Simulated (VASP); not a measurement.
# AlN (d3) (Fm-3m) in VASP: a series of runs

The runs below take AlN (d3) through single point, with PBEsol+D3(BJ).

Everything below comes from runs of VASP 6.6.1. Logs are shortened: lines on timing, memory, paths and dates and some standing lists are left out, and cuts for length are marked.

**1. The cell of the first run**

The structure is cubic, space group Fm-3m (No. 225). The conventional cell has a = 4.069 Å, b = 4.069 Å, c = 4.069 Å, α = 90.00°, β = 90.00°, γ = 90.00°. Al (site symmetry m-3m) has 6 N at 2.03 Å within 2.7 Å. N (site symmetry m-3m) has 6 Al at 2.03 Å within 2.7 Å.

**2. Single point, PBEsol+D3(BJ)**

INCAR

```
SYSTEM = AlN
  PREC = Accurate
  ENCUT = 600
  EDIFF = 1E-6
  ISMEAR = 0
  SIGMA = 0.1
  LREAL = .FALSE.
  LASPH = .TRUE.
  NELM = 120
  ALGO = Normal
  ISIF = 2
  LWAVE = .FALSE.
  LCHARG = .TRUE.
  GGA = PS
  IVDW = 12
  LELF = .TRUE.
  LVHAR = .TRUE.
  NBANDS = 11
  GGA_COMPAT = .FALSE.
```

KPOINTS

```
Automatic mesh
0
G
  8 8 8
  0 0 0
```

POSCAR

```
AlN
1.0
    0.0000000000      2.0345180000      2.0345180000
    2.0345180000      0.0000000000      2.0345180000
    2.0345180000      2.0345180000      0.0000000000
Al N
1 1
Direct
    0.5000000000      0.5000000000      0.5000000000
    0.0000000000      0.0000000000      0.0000000000
```

Potentials or basis: VASP PAW PBE potentials, release 64 (Al, N).

Run with:

```sh
$ cat potpaw_PBE.64/Al/POTCAR potpaw_PBE.64/N/POTCAR > POTCAR
$ mpirun -np 1 vasp_std > vasp.out
```

OUTCAR:

```text
SYSTEM = AlN
   PREC = Accurate
   ENCUT = 600
   EDIFF = 1E-6
   ISMEAR = 0
   LREAL = .FALSE.
   LASPH = .TRUE.
   NELM = 120
   ISIF = 2
   GGA = PS
   IVDW = 12
 IVDW          = 12

 ion  position               nearest neighbor table
   1  0.500  0.500  0.500-   2 2.03   2 2.03   2 2.03   2 2.03   2 2.03   2 2.03
   2  0.000  0.000  0.000-   1 2.03   1 2.03   1 2.03   1 2.03   1 2.03   1 2.03

  LATTYP: Found a face centered cubic cell.
 ALAT       =     4.0690360000

  Lattice vectors:

 A1 = (   0.0000000000,   2.0345180000,   2.0345180000)
 A2 = (   2.0345180000,   0.0000000000,   2.0345180000)
 A3 = (   2.0345180000,   2.0345180000,   0.0000000000)

Analysis of symmetry for initial positions (statically):
=====================================================================
 Subroutine PRICEL returns:
 Original cell was already a primitive cell.

 Routine SETGRP: Setting up the symmetry group for a
 face centered cubic supercell.

 Subroutine GETGRP returns: Found 48 space group operations
 (whereof 48 operations were pure point group operations)
 out of a pool of 48 trial point group operations.

The static configuration has the point symmetry O_h .

Analysis of symmetry for dynamics (positions and initial velocities):
=====================================================================
 Subroutine PRICEL returns:
 Original cell was already a primitive cell.

 Routine SETGRP: Setting up the symmetry group for a
 face centered cubic supercell.

 Subroutine GETGRP returns: Found 48 space group operations
 (whereof 48 operations were pure point group operations)
 out of a pool of 48 trial point group operations.

The dynamic configuration has the point symmetry O_h .

 Subroutine INISYM returns: Found 48 space group operations
 (whereof 48 operations are pure point group operations),
 and found     1 'primitive' translations

----------------------------------------------------------------------------------------

                                     Primitive cell

  volume of cell :      16.8428

  direct lattice vectors                    reciprocal lattice vectors
     0.000000000  2.034518000  2.034518000    -0.245758455  0.245758455  0.245758455
     2.034518000  0.000000000  2.034518000     0.245758455 -0.245758455  0.245758455
     2.034518000  2.034518000  0.000000000     0.245758455  0.245758455 -0.245758455

  length of vectors
     2.877242948  2.877242948  2.877242948     0.425666130  0.425666130  0.425666130

  position of ions in fractional coordinates (direct lattice)
     0.500000000  0.500000000  0.500000000
     0.000000000  0.000000000  0.000000000

  ion indices of the primitive-cell ions
   primitive index   ion index
                 1           1
                 2           2

----------------------------------------------------------------------------------------

 KPOINTS: Automatic mesh

Automatic generation of k-mesh.
 Grid dimensions read from file:
 generate k-points for:    8    8    8

 Generating k-lattice:

  Cartesian coordinates                     Fractional coordinates (reciprocal lattice)
    -0.030719807  0.030719807  0.030719807     0.125000000  0.000000000  0.000000000
     0.030719807 -0.030719807  0.030719807     0.000000000  0.125000000  0.000000000
     0.030719807  0.030719807 -0.030719807     0.000000000  0.000000000  0.125000000

  Length of vectors
     0.053208266  0.053208266  0.053208266

  Shift w.r.t. Gamma in fractional coordinates (k-lattice)
     0.000000000  0.000000000  0.000000000

 Subroutine IBZKPT returns following result:
 ===========================================

 Found     29 irreducible k-points:

 Following reciprocal coordinates:
            Coordinates               Weight
  0.000000  0.000000  0.000000      1.000000
  0.125000  0.000000  0.000000      8.000000
  0.250000  0.000000  0.000000      8.000000
  0.375000  0.000000  0.000000      8.000000
  0.500000  0.000000  0.000000      4.000000
  0.125000  0.125000  0.000000      6.000000
[... 16 lines left out ...]
  0.500000  0.250000  0.125000     48.000000
 -0.375000  0.250000  0.125000     24.000000
 [... further k-points ...]
   k-points           NKPTS =     29   k-points in BZ     NKDIM =     29   number of bands    NBANDS=     11
   number of dos      NEDOS =    301   number of ions     NIONS =      2
   total plane-waves  NPLWV =  13824
   dimension x,y,z NGX =    24 NGY =   24 NGZ =   24
   dimension x,y,z NGXF=    48 NGYF=   48 NGZF=   48
   ions per type =               1   1
   NGX,Y,Z   is equivalent  to a cutoff of  13.87, 13.87, 13.87 a.u.
   NGXF,Y,Z  is equivalent  to a cutoff of  27.73, 27.73, 27.73 a.u.
 SYSTEM =  AlN
   PREC   = accura    normal or accurate (medium, high low for compatibility)
   ISTART =      0    job   : 0-new  1-cont  2-samecut
   ICHARG =      2    charge: 1-file 2-atom 10-const
   ISPIN  =      1    spin polarized calculation?
   LNONCOLLINEAR =      F non collinear calculations
   LSORBIT =      F    spin-orbit coupling
   LASPH  =      T    aspherical Exc in radial PAW
   ENCUT  =  600.0 eV  44.10 Ry    6.64 a.u.   5.75  5.75  5.75*2*pi/ulx,y,z
   NELM   =    120;   NELMIN=  2; NELMDL= -5     # of ELM steps
   EDIFF  = 0.1E-05   stopping-criterion for ELM
   LREAL  =      F    real-space projection
   EDIFFG = 0.1E-04   stopping-criterion for IOM
   NSW    =      0    number of steps for IOM
   IBRION =     -1    ionic relax: 0-MD 1-quasi-New 2-CG
   NFREE  =      0    steps in history (QN), initial steepest desc. (CG)
   ISIF   =      2    stress and relaxation
   ISYM   =      2    0-nonsym 1-usesym 2-fastsym
   POTIM  = 0.5000    time-step for ionic-motion
   TEBEG  =    0.0;   TEEND  =   0.0 temperature during run
   PSTRESS=    0.0 pullay stress
   NELECT =       8.0000    total number of electrons
   NUPDOWN=      -1.0000    fix difference up-down
   EMIN   =  10.00;   EMAX   =-10.00  energy-range for DOS
   EFERMI =   0.00;   METHOD = LEGACY
   ISMEAR =     0;   SIGMA  =   0.10  broadening in eV -4-tet -1-fermi 0-gaus
   EFERMI_NEDOS =   21; number of points for ismear=-14 and -15
   IALGO  =     38    algorithm
   IMIX   =      4    mixing-type and parameters
     AMIX     =   0.40;   BMIX     =  1.00
     AMIX_MAG =   1.60;   BMIX_MAG =  1.00
  volume/ion in A,a.u.               =       8.42        56.83
  Fermi-wavevector in a.u.,A,eV,Ry     =   1.277321  2.413786 22.198561  1.631548
  Thomas-Fermi vector in A             =   2.409927
   LORBIT       =      0    0 simple, 1 ext, 2 COOP (PROOUT), +10 PAW based schemes
   GGA     = PS    functional components
   LHFCALC =     F    Hartree Fock is set to
   AEXX    =    0.0000 exact exchange contribution
   IVDW    =    12    specifies the selected vdW correction
   LEPSILON=     F    determine dielectric tensor
   LRPA    =     F    only Hartree local field effects (RPA)
 non-spin polarized calculation
 Gauss-broadening in eV      SIGMA  =   0.10
  energy-cutoff  :      600.00
  volume of cell :       16.84
 maximum number of plane-waves:       588
   NGX = 11   NGY = 11   NGZ = 11

 number of electron       7.9999999 magnetization

 Free energy of the ion-electron system (eV)
  ---------------------------------------------------
  ext. energy  EPLUGINS =         0.00000000
  ---------------------------------------------------
  free energy    TOTEN  =       -15.44621351 eV

  energy without entropy =      -15.44621351  energy(sigma->0) =      -15.44621351

 E-fermi :  10.1329     XC(G=0): -12.3630

 val. band max:        9.6419895930   @ k =   0.0000   0.0000   0.0000
 cond. band min:      14.0161705274   @ k =   0.5000   0.5000   0.0000
 fundamental gap:      4.3741809345
 Fermi energy:        10.1328664755

 k-point     1 :       0.0000    0.0000    0.0000
  band No.  band energies     occupation
      1      -7.7368      2.00000
      2       9.6420      2.00000
      3       9.6420      2.00000
      4       9.6420      2.00000
      5      15.0407      0.00000
      6      21.6070      0.00000
      7      21.6070      0.00000
      8      21.6070      0.00000
      9      26.6344      0.00000
     10      27.1903      0.00000
     11      27.1903      0.00000

 k-point     2 :       0.1250    0.0000    0.0000
  band No.  band energies     occupation
      1      -7.4212      2.00000
      2       8.1413      2.00000
      3       9.4600      2.00000
      4       9.4600      2.00000
      5      15.9125      0.00000
      6      20.4370      0.00000
      7      22.0136      0.00000
      8      22.0136      0.00000
      9      25.2282      0.00000
     10      25.2282      0.00000
     11      27.4077      0.00000

 k-point     3 :       0.2500    0.0000    0.0000
  band No.  band energies     occupation
      1      -6.5229      2.00000
      2       5.3209      2.00000
      3       9.0651      2.00000
      4       9.0651      2.00000
      5      16.2834      0.00000
      6      20.5271      0.00000
      7      21.7190      0.00000
      8      21.7190      0.00000
      9      25.5611      0.00000
     10      25.5611      0.00000
     11      26.4154      0.00000
[... 267 lines left out ...]
 k-point    23 :       0.5000    0.2500    0.1250
  band No.  band energies     occupation
      1      -4.6602      2.00000
      2       3.2290      2.00000
      3       6.1923      2.00000
      4       7.9464      2.00000
      5      17.7585      0.00000
      6      18.5555      0.00000
      7      20.2313      0.00000
      8      22.6265      0.00000
      9      26.2793      0.00000
     10      29.4059      0.00000
     11      31.2098      0.00000

 k-point    24 :      -0.3750    0.2500    0.1250
  band No.  band energies     occupation
      1      -4.0179      2.00000
      2       2.2718      2.00000
      3       5.9722      2.00000
      4       7.6812      2.00000
      5      17.8514      0.00000
      6      17.9624      0.00000
      7      21.6881      0.00000
      8      22.1520      0.00000
      9      27.4534      0.00000
     10      28.3180      0.00000
     11      31.7192      0.00000

 [... further k-points ...]

------------------------ aborting loop because EDIFF is reached ----------------------------------------

 Edisp (eV)   -0.56242

 E8    (eV) :    -0.3470

  FORCE on cell =-STRESS in cart. coord.  units (eV):
  Direction    XX          YY          ZZ          XY          YZ          ZX
  --------------------------------------------------------------------------------------
  -------------------------------------------------------------------------------------
  Total      -1.06494    -1.06494    -1.06494    -0.00000    -0.00000    -0.00000
  in kB    -101.30300  -101.30300  -101.30300    -0.00000    -0.00000    -0.00000
  external pressure =     -101.30 kB  Pullay stress =        0.00 kB

 VOLUME and BASIS-vectors are now :
 -----------------------------------------------------------------------------
  energy-cutoff  :      600.00
  volume of cell :       16.84
      direct lattice vectors                 reciprocal lattice vectors
     0.000000000  2.034518000  2.034518000    -0.245758455  0.245758455  0.245758455
     2.034518000  0.000000000  2.034518000     0.245758455 -0.245758455  0.245758455
     2.034518000  2.034518000  0.000000000     0.245758455  0.245758455 -0.245758455

 POSITION                                       TOTAL-FORCE (eV/Angst)
 -----------------------------------------------------------------------------------
      2.03452      2.03452      2.03452         0.000000      0.000000     -0.000000
      0.00000      0.00000      0.00000         0.000000      0.000000      0.000000
 -----------------------------------------------------------------------------------
    total drift:                                0.000000     -0.000000     -0.000000

  FREE ENERGIE OF THE ION-ELECTRON SYSTEM (eV)
  ---------------------------------------------------
  free  energy   TOTEN  =       -16.0086357204 eV

  energy  without entropy=      -16.0086357204  energy(sigma->0) =      -16.00863572
```

Wall time 5.5 s (1 thread of Intel Xeon 6975P-C, shared host); peak memory 0.14 GiB.

What came out:

| Quantity | Value |
| --- | --- |
| Free energy | -16.0086 eV |
| Pressure | -10.1 GPa |
| Band gap on the k mesh | 4.37 eV, indirect (least direct gap 5.40 eV) |
| Dispersion energy per atom | -0.281 eV |

Levels at points of the mesh, in eV from the valence-band top:
```
           k point  band 1  band 2  band 3  band 4  band 5  band 6  band 7  band 8
(0.00, 0.00, 0.00)  -17.38    0.00    0.00    0.00    5.40   11.96   11.96   11.96
(0.50, 0.00, 0.00)  -14.15   -8.25   -1.06   -1.06    5.92   10.75   10.75   12.97
(0.50, 0.50, 0.00)  -13.18   -7.32   -2.77   -2.77    4.37    5.17   13.74   16.86
```

Caveat: the PAW data sets were made with another functional, which shifts forces and pressure a little.

[end of part 1 of 2]
